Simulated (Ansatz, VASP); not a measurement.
**One calculation of NaF, two programs**

File INCAR:

```
PREC = Accurate ; ENCUT = 520
EDIFF = 1E-6 ; ISMEAR = -1
SIGMA = 0.02 ; LREAL = F
LASPH = T ; NELM = 60
ALGO = Normal ; ISIF = 2
LWAVE = F ; LCHARG = F
GGA = PE ; NBANDS = 14
```

File KPOINTS:

```
regular mesh
0
Gamma
  10 10 10
```

POSCAR

```
NaF
1.0
    0.0000000000      2.2512247225      2.3152038601
    2.2512247225      0.0000000000      2.3152038601
    2.2512247225      2.2512247225      0.0000000000
Na F
1 1
Direct
    0.0000000000      0.0000000000      0.0000000000
    0.5000000000      0.5000000000      0.5000000000
```

Input for Ansatz:

```yaml
crystal:
  lattice:
    - [0.0, 2.2512247225, 2.3152038601]
    - [2.2512247225, 0.0, 2.3152038601]
    - [2.2512247225, 2.2512247225, 0.0]
  atoms:
    - { symbol: Na, position: [0.0, 0.0, 0.0] }
    - { symbol: F, position: [0.5, 0.5, 0.5] }
kpoints:
  mp_grid: { grid: [10, 10, 10] }
  band_path:
    path:
      - [0.0, 0.0, 0.0]
      - [0.5, 0.0, 0.5]
      - [0.625, 0.25, 0.625]
      - [0.375, 0.375, 0.75]
      - [0.5, 0.5, 0.5]
      - [0.5, 0.25, 0.75]
    npoints: 1
hamiltonian:
  xc: pbe
scf:
  occupations: { method: fermi_dirac, width: 0.02 }
  n_extra_bands: 4
output:
  forces: true
  stress: true
  eigenvalues: true
```

Change from the starting cell: epitaxial_xy strain -2.0%.

Alike in both runs: task single point; functional PBE; k mesh 10 × 10 × 10; occupations fermi-dirac, width 0.02 eV; no spin polarisation.

```csv
,VASP,Ansatz
version,VASP 6.6.1,Ansatz 0.2.0
potentials or method,"VASP PAW PBE potentials, release 64 (Na_pv, F)","plane waves, PAW"
plane-wave cutoff (eV),520,420
valence electrons in the cell,14,16
```

|  | VASP | Ansatz | Ansatz less VASP |
| --- | --- | --- | --- |
| gap on the k mesh at the Fermi level (eV) | 6.62 | 6.64 | +0.018 |
| pressure (GPa) | 5.8 | 5.8 | +0.06 |
| traceless stress, the component that is largest in VASP (GPa) | -2.15 | -2.08 | +0.069 |

VASP's potentials hold 14 valence electrons a cell and Ansatz's 16, so a difference there can come from the potentials and not from the codes.
